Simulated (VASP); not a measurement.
A run of VASP 6.6.1 is set up as follows.

Contents of INCAR:

```
SYSTEM = Hf2B3
PREC = Accurate
ENCUT = 600
EDIFF = 1E-6
ISMEAR = 0
SIGMA = 0.1
LREAL = .FALSE.
LASPH = .TRUE.
NELM = 80
ALGO = Normal
ISIF = 3
LWAVE = .FALSE.
LCHARG = .FALSE.
GGA = PE
IBRION = 2
NSW = 90
EDIFFG = -0.04
```

The input KPOINTS:

```
regular mesh
0
G
  4 4 4
  0 0 0
```

POSCAR

```
Hf2B3
1.0
    4.0025589100      0.0000000000      0.0000000000
    0.0000000000      4.0025589100      0.0000000000
    0.0000000000      0.0000000000      4.0025589100
Hf B
2 3
Direct
    0.0000000000      0.0000000000      0.0000000000
    0.5000000000      0.5000000000      0.5000000000
    0.5000000000      0.0000000000      0.0000000000
    0.0000000000      0.5000000000      0.0000000000
    0.0000000000      0.0000000000      0.5000000000
```

Potentials or basis: VASP PAW PBE potentials, release 64 (Hf_pv, B).

Command:

```console
$ cat potpaw_PBE.64/Hf_pv/POTCAR potpaw_PBE.64/B/POTCAR > POTCAR
$ mpirun -np 1 vasp_std > vasp.out
```

(1) What does it give for the relaxed volume?

(2) Estimate the relaxed cell.

(3) Estimate the space group after relaxing (to 0.05 Å).

Answers

(1) 14.75 Å³/atom.

(2) a = 4.193 Å, b = 4.193 Å, c = 4.193 Å, α = 90.00°, β = 90.00°, γ = 90.00°.

(3) Pm-3m (No. 221).

Caveat: the k points lie up to 0.37 Å⁻¹ apart in the final cell.
